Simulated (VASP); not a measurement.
# Sb (Pm-3m) in VASP: notebook

Sb is run at these levels: PBE+D3(BJ); tasks: single point, relaxation of cell and atoms.

Everything below comes from runs of VASP 6.6.1. Logs are shortened: lines on timing, memory, paths and dates and some standing lists are left out, and cuts for length are marked.

## Step 1: The cell of the first run

The structure is cubic, space group Pm-3m (No. 221). Conventional cell: a = 3.061 Å, b = 3.061 Å, c = 3.061 Å, α = 90.00°, β = 90.00°, γ = 90.00°. Sb (site symmetry m-3m) has 6 Sb at 3.06 Å within 4.0 Å.

This isn't the form of Sb at room conditions, which is rhombohedral.

## Step 2: Single point, PBE+D3(BJ)

INCAR reads:

```
SYSTEM = Sb
  PREC = Accurate
  ENCUT = 500
  EDIFF = 1E-6
  ISMEAR = 0
  SIGMA = 0.1
  LREAL = .False.
  LASPH = .True.
  NELM = 120
  ALGO = Normal
  ISIF = 2
  LWAVE = .False.
  LCHARG = .False.
  GGA = PE
  IVDW = 12
  NBANDS = 8
  GGA_COMPAT = .False.
```

KPOINTS reads:

```
regular mesh
0
Gamma
  14 14 14
  0 0 0
```

POSCAR reads:

```
Sb
1.0
    3.0611907595      0.0000000000      0.0000000000
    0.0000000000      3.0611907595      0.0000000000
    0.0000000000      0.0000000000      3.0611907595
Sb
1
Direct
    0.0000000000      0.0000000000      0.0000000000
```

Potentials or basis: VASP PAW PBE potentials, release 64 (Sb).

Command:

```console
$ cat potpaw_PBE.64/Sb/POTCAR > POTCAR
$ mpirun -np 1 vasp_std > vasp.out
```

OUTCAR:

```text
SYSTEM = Sb
   PREC = Accurate
   ENCUT = 500
   EDIFF = 1E-6
   ISMEAR = 0
   LREAL = .False.
   LASPH = .True.
   NELM = 120
   ISIF = 2
   GGA = PE
   IVDW = 12
 IVDW          = 12

 ion  position               nearest neighbor table
   1  0.000  0.000  0.000-

  LATTYP: Found a simple cubic cell.
 ALAT       =     3.0611907595

  Lattice vectors:

 A1 = (   3.0611907595,   0.0000000000,   0.0000000000)
 A2 = (   0.0000000000,   3.0611907595,   0.0000000000)
 A3 = (   0.0000000000,   0.0000000000,   3.0611907595)

Analysis of symmetry for initial positions (statically):
=====================================================================
 Subroutine PRICEL returns:
 Original cell was already a primitive cell.

 Routine SETGRP: Setting up the symmetry group for a
 simple cubic supercell.

 Subroutine GETGRP returns: Found 48 space group operations
 (whereof 48 operations were pure point group operations)
 out of a pool of 48 trial point group operations.

The static configuration has the point symmetry O_h .

Analysis of symmetry for dynamics (positions and initial velocities):
=====================================================================
 Subroutine PRICEL returns:
 Original cell was already a primitive cell.

 Routine SETGRP: Setting up the symmetry group for a
 simple cubic supercell.

 Subroutine GETGRP returns: Found 48 space group operations
 (whereof 48 operations were pure point group operations)
 out of a pool of 48 trial point group operations.

The dynamic configuration has the point symmetry O_h .

 Subroutine INISYM returns: Found 48 space group operations
 (whereof 48 operations are pure point group operations),
 and found     1 'primitive' translations

----------------------------------------------------------------------------------------

                                     Primitive cell

  volume of cell :      28.6861

  direct lattice vectors                    reciprocal lattice vectors
     3.061190760  0.000000000  0.000000000     0.326670266  0.000000000  0.000000000
     0.000000000  3.061190760  0.000000000     0.000000000  0.326670266  0.000000000
     0.000000000  0.000000000  3.061190760     0.000000000  0.000000000  0.326670266

  length of vectors
     3.061190760  3.061190760  3.061190760     0.326670266  0.326670266  0.326670266

  position of ions in fractional coordinates (direct lattice)
     0.000000000  0.000000000  0.000000000

  ion indices of the primitive-cell ions
   primitive index   ion index
                 1           1

----------------------------------------------------------------------------------------

 KPOINTS: regular mesh

Automatic generation of k-mesh.
 Grid dimensions read from file:
 generate k-points for:   14   14   14

 Generating k-lattice:

  Cartesian coordinates                     Fractional coordinates (reciprocal lattice)
     0.023333590  0.000000000  0.000000000     0.071428571  0.000000000  0.000000000
     0.000000000  0.023333590  0.000000000     0.000000000  0.071428571  0.000000000
     0.000000000  0.000000000  0.023333590     0.000000000  0.000000000  0.071428571

  Length of vectors
     0.023333590  0.023333590  0.023333590

  Shift w.r.t. Gamma in fractional coordinates (k-lattice)
     0.000000000  0.000000000  0.000000000

 Subroutine IBZKPT returns following result:
 ===========================================

 Found    120 irreducible k-points:

 Following reciprocal coordinates:
            Coordinates               Weight
  0.000000  0.000000  0.000000      1.000000
  0.071429  0.000000  0.000000      6.000000
  0.142857  0.000000  0.000000      6.000000
  0.214286  0.000000  0.000000      6.000000
  0.285714  0.000000  0.000000      6.000000
  0.357143  0.000000  0.000000      6.000000
[... 16 lines left out ...]
  0.285714  0.214286  0.000000     24.000000
  0.357143  0.214286  0.000000     24.000000
 [... further k-points ...]
   k-points           NKPTS =    120   k-points in BZ     NKDIM =    120   number of bands    NBANDS=      8
   number of dos      NEDOS =    301   number of ions     NIONS =      1
   total plane-waves  NPLWV =  13824
   dimension x,y,z NGX =    24 NGY =   24 NGZ =   24
   dimension x,y,z NGXF=    48 NGYF=   48 NGZF=   48
   ions per type =               1
   NGX,Y,Z   is equivalent  to a cutoff of  13.03, 13.03, 13.03 a.u.
   NGXF,Y,Z  is equivalent  to a cutoff of  26.07, 26.07, 26.07 a.u.
 SYSTEM =  Sb
   PREC   = accura    normal or accurate (medium, high low for compatibility)
   ISTART =      0    job   : 0-new  1-cont  2-samecut
   ICHARG =      2    charge: 1-file 2-atom 10-const
   ISPIN  =      1    spin polarized calculation?
   LNONCOLLINEAR =      F non collinear calculations
   LSORBIT =      F    spin-orbit coupling
   LASPH  =      T    aspherical Exc in radial PAW
   ENCUT  =  500.0 eV  36.75 Ry    6.06 a.u.   5.58  5.58  5.58*2*pi/ulx,y,z
   NELM   =    120;   NELMIN=  2; NELMDL= -5     # of ELM steps
   EDIFF  = 0.1E-05   stopping-criterion for ELM
   LREAL  =      F    real-space projection
   EDIFFG = 0.1E-04   stopping-criterion for IOM
   NSW    =      0    number of steps for IOM
   IBRION =     -1    ionic relax: 0-MD 1-quasi-New 2-CG
   NFREE  =      0    steps in history (QN), initial steepest desc. (CG)
   ISIF   =      2    stress and relaxation
   ISYM   =      2    0-nonsym 1-usesym 2-fastsym
   POTIM  = 0.5000    time-step for ionic-motion
   TEBEG  =    0.0;   TEEND  =   0.0 temperature during run
   PSTRESS=    0.0 pullay stress
   NELECT =       5.0000    total number of electrons
   NUPDOWN=      -1.0000    fix difference up-down
   EMIN   =  10.00;   EMAX   =-10.00  energy-range for DOS
   EFERMI =   0.00;   METHOD = LEGACY
   ISMEAR =     0;   SIGMA  =   0.10  broadening in eV -4-tet -1-fermi 0-gaus
   EFERMI_NEDOS =   21; number of points for ismear=-14 and -15
   IALGO  =     38    algorithm
   IMIX   =      4    mixing-type and parameters
     AMIX     =   0.40;   BMIX     =  1.00
     AMIX_MAG =   1.60;   BMIX_MAG =  1.00
  volume/ion in A,a.u.               =      28.69       193.58
  Fermi-wavevector in a.u.,A,eV,Ry     =   0.914480  1.728118 11.378206  0.836275
  Thomas-Fermi vector in A             =   2.039112
   LORBIT       =      0    0 simple, 1 ext, 2 COOP (PROOUT), +10 PAW based schemes
   GGA     = PE    functional components
   LHFCALC =     F    Hartree Fock is set to
   AEXX    =    0.0000 exact exchange contribution
   IVDW    =    12    specifies the selected vdW correction
   LEPSILON=     F    determine dielectric tensor
   LRPA    =     F    only Hartree local field effects (RPA)
 non-spin polarized calculation
 Gauss-broadening in eV      SIGMA  =   0.10
  energy-cutoff  :      500.00
  volume of cell :       28.69
 maximum number of plane-waves:       740
 NGX is ok and might be reduce to    24
   NGX = 11   NGY = 11   NGZ = 11

 number of electron       4.9999999 magnetization

 Free energy of the ion-electron system (eV)
  ---------------------------------------------------
  ext. energy  EPLUGINS =         0.00000000
  ---------------------------------------------------
  free energy    TOTEN  =        -4.08445962 eV

  energy without entropy =       -4.08077978  energy(sigma->0) =       -4.08261970

 E-fermi :   7.5874     XC(G=0):  -9.7911

 val. band max:        7.5857944359   @ k =   0.2143   0.2143   0.1429
 cond. band min:       7.6221066128   @ k =   0.5000   0.2857   0.2143
 fundamental gap:      0.0363121770
 Fermi energy:         7.5874004897

 k-point     1 :       0.0000    0.0000    0.0000
  band No.  band energies     occupation
      1      -5.0560      2.00000
      2      11.0051      0.00000
      3      11.0051      0.00000
      4      11.0051      0.00000
      5      14.5954      0.00000
      6      14.5954      0.00000
      7      16.1434      0.00000
      8      25.4949      0.00000

 k-point     2 :       0.0714    0.0000    0.0000
  band No.  band energies     occupation
      1      -4.9789      2.00000
      2      10.0139      0.00000
      3      11.0821      0.00000
      4      11.0821      0.00000
      5      14.6551      0.00000
      6      15.2176      0.00000
      7      16.6734      0.00000
      8      24.8040      0.00000

 k-point     3 :       0.1429    0.0000    0.0000
  band No.  band energies     occupation
      1      -4.7495      2.00000
      2       8.2373      0.00000
      3      11.3077      0.00000
      4      11.3077      0.00000
      5      14.8334      0.00000
      6      15.7185      0.00000
      7      18.4203      0.00000
      8      23.6136      0.00000

 k-point     4 :       0.2143    0.0000    0.0000
  band No.  band energies     occupation
      1      -4.3749      2.00000
      2       6.4208      2.00000
      3      11.6637      0.00000
      4      11.6637      0.00000
      5      15.1270      0.00000
      6      16.1083      0.00000
      7      20.5629      0.00000
      8      22.3712      0.00000

 k-point     5 :       0.2857    0.0000    0.0000
  band No.  band energies     occupation
      1      -3.8729      2.00000
      2       4.7391      2.00000
      3      12.1139      0.00000
      4      12.1139      0.00000
      5      15.5277      0.00000
      6      16.5831      0.00000
      7      21.1956      0.00000
      8      21.1956      0.00000
[... 177 lines left out ...]
 k-point    22 :       0.2143    0.2143    0.0000
  band No.  band energies     occupation
      1      -3.6925      2.00000
      2       6.8533      2.00000
      3       7.3157      1.99988
      4      12.3282      0.00000
      5      16.0708      0.00000
      6      17.5567      0.00000
      7      20.5322      0.00000
      8      21.7284      0.00000

 k-point    23 :       0.2857    0.2143    0.0000
  band No.  band energies     occupation
      1      -3.1888      2.00000
      2       5.3715      2.00000
      3       7.5824      1.05676
      4      12.7829      0.00000
      5      15.8144      0.00000
      6      16.8574      0.00000
      7      21.2155      0.00000
      8      21.6777      0.00000

 k-point    24 :       0.3571    0.2143    0.0000
  band No.  band energies     occupation
      1      -2.6013      2.00000
      2       3.9294      2.00000
      3       8.0926      0.00000
      4      13.2671      0.00000
      5      14.7320      0.00000
      6      17.2786      0.00000
      7      20.6807      0.00000
      8      20.8409      0.00000

 [... further k-points ...]

------------------------ aborting loop because EDIFF is reached ----------------------------------------

 Edisp (eV)   -0.49829

 E8    (eV) :    -0.2324

  FORCE on cell =-STRESS in cart. coord.  units (eV):
  Direction    XX          YY          ZZ          XY          YZ          ZX
  --------------------------------------------------------------------------------------
  -------------------------------------------------------------------------------------
  Total       0.00074     0.00074     0.00074     0.00000     0.00000    -0.00000
  in kB       0.04117     0.04117     0.04117     0.00000     0.00000    -0.00000
  external pressure =        0.04 kB  Pullay stress =        0.00 kB

 VOLUME and BASIS-vectors are now :
 -----------------------------------------------------------------------------
  energy-cutoff  :      500.00
  volume of cell :       28.69
      direct lattice vectors                 reciprocal lattice vectors
     3.061190760  0.000000000  0.000000000     0.326670266  0.000000000  0.000000000
     0.000000000  3.061190760  0.000000000     0.000000000  0.326670266  0.000000000
     0.000000000  0.000000000  3.061190760     0.000000000  0.000000000  0.326670266

 POSITION                                       TOTAL-FORCE (eV/Angst)
 -----------------------------------------------------------------------------------
      0.00000      0.00000      0.00000         0.000000      0.000000      0.000000
 -----------------------------------------------------------------------------------
    total drift:                                0.000000      0.000000      0.000000

  FREE ENERGIE OF THE ION-ELECTRON SYSTEM (eV)
  ---------------------------------------------------
  free  energy   TOTEN  =        -4.5827478292 eV

  energy  without entropy=       -4.5790679843  energy(sigma->0) =       -4.58090791
```

Wall time 7.5 s (1 thread of Intel Xeon Platinum 8375C at 2.90GHz (Ice Lake), shared host); peak memory 0.16 GiB.

What came out:

```yaml
Free_energy: -4.5827 eV
Pressure: 0.0 GPa
Band_gap_on_the_k_mesh: zero (an odd number of electrons rules out a gap without spin polarisation)
Dispersion_energy_per_atom: -0.498 eV
```

Caveat: spin-orbit coupling is left out, which moves the levels of the heavy elements; an odd number of electrons without spin polarisation forces a metal; a magnetic or distorted state may lie lower.

## Step 3: Relaxation of cell and atoms, PBE+D3(BJ)

This run uses another cell than the first one, of 29.31 Å³/atom.

INCAR reads:

```
SYSTEM = Sb
PREC = Accurate
ENCUT = 500
EDIFF = 1E-7
ISMEAR = 0
SIGMA = 0.1
LREAL = .False.
LASPH = .True.
NELM = 120
ALGO = Normal
ISIF = 3
LWAVE = .False.
LCHARG = .False.
GGA = PE
IVDW = 12
IBRION = 2
NSW = 100
EDIFFG = -0.002
GGA_COMPAT = .False.
NELMIN = 4
```

KPOINTS is that of step 2.

POSCAR reads:

```
Sb
1.0
    3.0833436100      0.0000000000      0.0000000000
    0.0000000000      3.0833436100      0.0000000000
    0.0000000000      0.0000000000      3.0833436100
Sb
1
Direct
    0.0000000000      0.0000000000      0.0000000000
```

Potentials or basis: VASP PAW PBE potentials, release 64 (Sb).

Command:

```console
$ cat potpaw_PBE.64/Sb/POTCAR > POTCAR
$ mpirun -np 1 vasp_std > vasp.out
```

It took 14 s on 1 thread of Intel Xeon Platinum 8375C at 2.90GHz (Ice Lake), shared host; peak memory 0.16 GiB.

Results (log left out):

```
Free energy                           : -4.5828 eV
Relaxed volume                        : 28.68 Å³/atom
Relaxed cell                          : a = 3.061 Å, b = 3.061 Å, c = 3.061 Å, α = 90.00°, β = 90.00°, γ = 90.00°
Space group after relaxing (to 0.1 Å) : Pm-3m (No. 221)
Energy gained by relaxing             : 2.5 meV/atom
Ionic steps                           : 3
Pressure after relaxing               : 0.0 GPa
Band gap on the k mesh                : zero (an odd number of electrons rules out a gap without spin polarisation)
Dispersion energy per atom            : -0.498 eV
```

Step by step:
```csv
step,energy change (eV),largest force (eV/Å),pressure (GPa),volume (Å³)
1,0.0000,0.0000,-1.26,29.31
2,-0.0017,0.0000,0.75,28.35
3,-0.0025,0.0000,0.01,28.68
```

Final structure:
```
Sb
1.0
     3.06113    0.00000    0.00000
     0.00000    3.06113    0.00000
     0.00000    0.00000    3.06113
Sb
1
Direct
  0.00000 0.00000 0.00000
```

Levels at points of the mesh, in eV from the Fermi level:
| k point | band 1 | band 2 | band 3 | band 4 | band 5 | band 6 |
| --- | --- | --- | --- | --- | --- | --- |
| (0.00, 0.00, 0.00) | -12.64 | 3.42 | 3.42 | 3.42 | 7.01 | 7.01 |
| (0.50, 0.00, 0.00) | -10.08 | -5.80 | 5.56 | 5.56 | 9.16 | 10.75 |
| (0.50, 0.50, 0.00) | -7.33 | -3.66 | -3.66 | 2.09 | 7.76 | 13.21 |
| (0.50, 0.50, 0.50) | -4.24 | -1.65 | -1.65 | -1.65 | 4.83 | 4.83 |

Caveat: spin-orbit coupling is left out, which moves the levels of the heavy elements; an odd number of electrons without spin polarisation forces a metal; a magnetic or distorted state may lie lower.

The gap in the log of VASP goes by the Fermi energy; the results here count the filled bands.